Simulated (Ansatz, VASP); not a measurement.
Two plane-wave programs on BN

POSCAR

```
BN
1.0
    2.5080409239      0.0000000000      0.0000000000
   -1.2467107647      2.1762310413      0.0000000000
   -0.6306650796     -1.0881155206      3.0225400000
N B
1 1
Direct
    0.6685060000      0.3323850000      0.9849990000
    0.9796430000      0.9834990000      0.0018060000
```

INCAR.step1

```
SYSTEM = BN
ALGO = Normal
EDIFF = 1E-5
ENCUT = 520
GGA = PE
ISIF = 2
ISMEAR = -1
LASPH = .True.
LCHARG = .False.
LREAL = .False.
LWAVE = .True.
NBANDS = 11
NELM = 60
PREC = Accurate
SIGMA = 0.05
```

File INCAR.step2:

```
SYSTEM = BN
AEXX = 0.25
ALGO = Normal
EDIFF = 1E-6
ENCUT = 520
GGA = PE
ISIF = 2
ISMEAR = -1
ISTART = 1
LASPH = .True.
LCHARG = .False.
LHFCALC = .True.
LREAL = .False.
LWAVE = .False.
NBANDS = 11
NELM = 60
PREC = Accurate
PRECFOCK = Normal
SIGMA = 0.05
```

KPOINTS

```
k-points
0
Gamma
  7 7 5
  0 0 0
```

input

```
crystal:
  lattice:
    - [2.5080409239, 0.0, 0.0]
    - [-1.2467107647, 2.1762310413, 0.0]
    - [-0.6306650796, -1.0881155206, 3.02254]
  atoms:
    - { symbol: "N", position: [0.668506, 0.332385, 0.984999] }
    - { symbol: B, position: [0.979643, 0.983499, 0.001806] }
hamiltonian:
  xc: pbe0
  pseudopotentials: { kind: paw }
kpoints:
  mp_grid: { grid: [7, 7, 5] }
  band_path:
    path:
      - [[0.0, 0.0, 0.0], [0.5, -0.5, 0.0], [0.5, -0.5, -0.5], [0.0, 0.0, -0.5], [0.0, 0.0, 0.0], [0.3772664522, 0.3772664522, -0.3772664522], [0.7093019284, -0.2906980716, -0.2093019284], [0.5, -0.5, 0.0]]
      - [[0.5, -0.5, -0.5], [0.6227335478, -0.3772664522, -0.6227335478]]
      - [[0.3772664522, 0.3772664522, -0.3772664522], [0.2906980716, 0.2906980716, -0.7906980716], [0.0, 0.0, -0.5]]
      - [[0.5, 0.0, -0.5], [0.0, 0.0, 0.0]]
    npoints: 4
scf:
  occupations: { method: fermi_dirac, width: 0.05 }
  n_extra_bands: 6
output:
  forces: true
  stress: true
  eigenvalues: true
  fatbands: false
  write_density: true
  write_potential: true
  elf: true
  volumetric_format: npy
```

Alike in both runs: functional PBE0; k mesh 7 × 7 × 5; occupations fermi-dirac, width 0.05 eV; no spin polarisation.

```csv
,VASP,Ansatz
version,VASP 6.6.1,Ansatz 0.2.0
potentials or method,"VASP PAW PBE potentials, release 64 (N, B)",Ansatz PAW
plane-wave cutoff (eV),520,420
valence electrons in the cell,8,8
task,single point,band structure
```

```tsv
	VASP	Ansatz	Ansatz less VASP
gap on the k mesh at the Fermi level (eV)	5.14	5.13	-0.008
pressure (GPa)	-0.5	-0.6	-0.15
traceless stress, the component that is largest in VASP (GPa)	-9.57	-9.76	-0.184
rms of the force components (eV/Å)	1.623	1.624	+0.0007
```

Atom by atom the forces differ by 0.001 eV/Å (rms over components).

The k mesh is coarse, so the values compare programs but aren't converged.
